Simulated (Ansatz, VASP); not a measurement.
Two plane-wave programs on Pd

The input INCAR:

```
SYSTEM = Pd
PREC     = Accurate       ! precision mode
ENCUT    = 520            ! plane-wave cutoff, eV
EDIFF    = 1E-6           ! SCF threshold, eV
ISMEAR   = 0              ! smearing method
SIGMA    = 0.15           ! smearing width, eV
LREAL    = .FALSE.        ! projectors in reciprocal space
LASPH    = .TRUE.         ! aspherical terms in the spheres
NELM     = 60             ! most SCF steps
ALGO     = Fast           ! electronic algorithm
ISIF     = 2              ! what is computed and relaxed
LWAVE    = .FALSE.        ! write WAVECAR
LCHARG   = .TRUE.         ! write CHGCAR
GGA      = PS             ! functional
LELF     = .TRUE.         ! ELF
LVHAR    = .TRUE.       
NBANDS   = 11             ! bands
```

File KPOINTS:

```
regular mesh
0
G
  22 22 22
  0 0 0
```

File POSCAR:

```
Pd
1.0
   -1.6508950500      1.6508950500      1.4936669500
    1.6508950500     -1.6508950500      1.4936669500
    1.6508950500      1.6508950500     -1.4936669500
Pd
1
Direct
    0.0000000000      0.0000000000      0.0000000000
```

Input for Ansatz:

```yaml
crystal:
  lattice:
    - [-1.65089505, 1.65089505, 1.49366695]
    - [1.65089505, -1.65089505, 1.49366695]
    - [1.65089505, 1.65089505, -1.49366695]
  atoms:
    - { symbol: Pd, position: [0.0, 0.0, 0.0] }
basis:
  ecutwfc: 420
kpoints:
  mp_grid: { grid: [22, 22, 22] }
hamiltonian:
  xc: pbesol
scf:
  occupations: { method: gaussian, width: 0.15 }
output:
  forces: true
  stress: true
  eigenvalues: true
```

Change from the starting cell: strain +0.050 along x and y, -0.050 along z, atoms carried along.

Alike in both runs: task single point; functional PBEsol; k mesh 22 × 22 × 22; occupations gaussian, width 0.15 eV; no spin polarisation.

|  | VASP | Ansatz |
| --- | --- | --- |
| version | VASP 6.6.1 | Ansatz 0.2.0 |
| potentials or method | VASP PAW PBE potentials, release 64 (Pd), cutoff 520 eV | scalar-relativistic, plane waves, PAW |
| valence electrons in the cell | 10 | 18 |

Ansatz gave:

| Quantity | Value |
| --- | --- |
| gap on the k mesh at the Fermi level (eV) | none |
| pressure (GPa) | -15.6 |
| traceless stress, the component that is largest in VASP (GPa) | -0.85 |

Task: Estimate VASP's values.

Result: gap on the k mesh at the Fermi level (eV): none; pressure (GPa): -15.8; traceless stress, the component that is largest in VASP (GPa): -0.84.

VASP's potentials were made for PBE, not for PBEsol. A gap of «none» marks a metal or a gap that the smearing closes. The functional is the same, so the differences come from potentials, cutoffs and numerics. VASP's potentials hold 10 valence electrons a cell and Ansatz's 18, so a difference there can come from the potentials and not from the codes.
